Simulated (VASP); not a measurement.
Here is a VASP 6.6.1 calculation.

File INCAR:

```
SYSTEM = SiGe
ALGO = Normal
EDIFF = 1E-6
ENCUT = 520
GGA = PS
ISIF = 2
ISMEAR = 0
LASPH = .True.
LCHARG = .True.
LELF = .True.
LREAL = .False.
LVHAR = .True.
LWAVE = .False.
NBANDS = 26
NELM = 60
PREC = Accurate
SIGMA = 0.03
```

The input KPOINTS:

```
k-points
0
Gamma
  12 12 6
  0 0 0
```

POSCAR

```
SiGe
1.0
    3.5885491402      0.0000000000      0.0000000000
   -1.7942745701      3.1077747182      0.0000000000
    0.0000000000      0.0000000000      6.9588642111
Si Ge
2 2
Direct
    0.6666666667      0.3333333333      0.8745463420
    0.3333333333      0.6666666667      0.3745463420
    0.6666666667      0.3333333333      0.5004526580
    0.3333333333      0.6666666667      0.0004526580
```

Potentials or basis: VASP PAW PBE potentials, release 64 (Si, Ge_d).

Launch:

```bash
$ cat potpaw_PBE.64/Si/POTCAR potpaw_PBE.64/Ge_d/POTCAR > POTCAR
$ mpirun -np 1 vasp_std > vasp.out
```

Predict the largest force.

1.571 eV/Å.

Estimate the pressure.

12.3 GPa.

Predict the band gap on the k mesh.

zero (bands 18 and 19 overlap by 0.48 eV).

Stress tensor (GPa, compression positive):
```
22.95  0.00  0.00
 0.00 22.95  0.00
 0.00  0.00 -8.89
```

Caveat: the cell differs from its parent crystal (strain -0.080 along x and y, +0.080 along z); the cell stands under pressure; semilocal functionals underestimate gaps, so a narrow gap can read as zero; the PAW data sets were made with another functional, which shifts forces and pressure a little.
